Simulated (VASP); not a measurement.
A run of VASP 6.6.1:

POSCAR

```
MgO
1.0
    0.0632051670      2.1653725836      2.1653725836
    2.1653725836      0.0632051670      2.1653725836
    2.1653725836      2.1653725836      0.0632051670
Mg O
1 1
Direct
    0.0000000000      0.0000000000      0.0000000000
    0.5000000000      0.5000000000      0.5000000000
```

File INCAR.step1:

```
SYSTEM = MgO
PREC     = Accurate       ! precision mode
ENCUT    = 660            ! plane-wave cutoff, eV
ISMEAR   = 0              ! smearing method
SIGMA    = 0.01           ! smearing width, eV
LREAL    = .FALSE.        ! projectors in reciprocal space
LASPH    = .TRUE.         ! aspherical terms in the spheres
NELM     = 120            ! most SCF steps
NBANDS   = 15             ! bands
GGA      = PE             ! functional
ALGO     = Normal         ! electronic algorithm
EDIFF    = 1E-5           ! SCF threshold, eV
LWAVE    = .TRUE.         ! write WAVECAR
LCHARG   = .FALSE.        ! write CHGCAR
GGA_COMPAT= .FALSE.
```

File INCAR.step2:

```
SYSTEM = MgO
PREC     = Accurate       ! precision mode
ENCUT    = 660            ! plane-wave cutoff, eV
EDIFF    = 1E-6           ! SCF threshold, eV
ISMEAR   = 0              ! smearing method
SIGMA    = 0.01           ! smearing width, eV
LREAL    = .FALSE.        ! projectors in reciprocal space
LASPH    = .TRUE.         ! aspherical terms in the spheres
NELM     = 120            ! most SCF steps
ALGO     = Normal         ! electronic algorithm
ISIF     = 2              ! what is computed and relaxed
LWAVE    = .FALSE.        ! write WAVECAR
LCHARG   = .TRUE.         ! write CHGCAR
METAGGA  = R2SCAN         ! meta-GGA
LMIXTAU  = .TRUE.       
LELF     = .TRUE.         ! ELF
LVHAR    = .TRUE.       
NBANDS   = 15             ! bands
ISTART   = 1            
GGA_COMPAT= .FALSE.
```

The input KPOINTS:

```
regular mesh
0
G
  10 10 10
  0 0 0
```

Potentials or basis: VASP PAW PBE potentials, release 64 (Mg_sv, O).

The run is started by

```bash
$ cat potpaw_PBE.64/Mg_sv/POTCAR potpaw_PBE.64/O/POTCAR > POTCAR
$ cp INCAR.step1 INCAR
$ mpirun -np 1 vasp_std > vasp.out
$ cp INCAR.step2 INCAR
$ mpirun -np 1 vasp_std > vasp.out
```

Hardware: 1 thread of Intel(R) Xeon(R) 6975P-C (Granite Rapids) (shared host).

How long does it take, and how much memory?

Run time: 96 s on 1 thread of Intel(R) Xeon(R) 6975P-C (Granite Rapids), on a shared host, peak memory 0.19 GiB. Counts: k points 116.
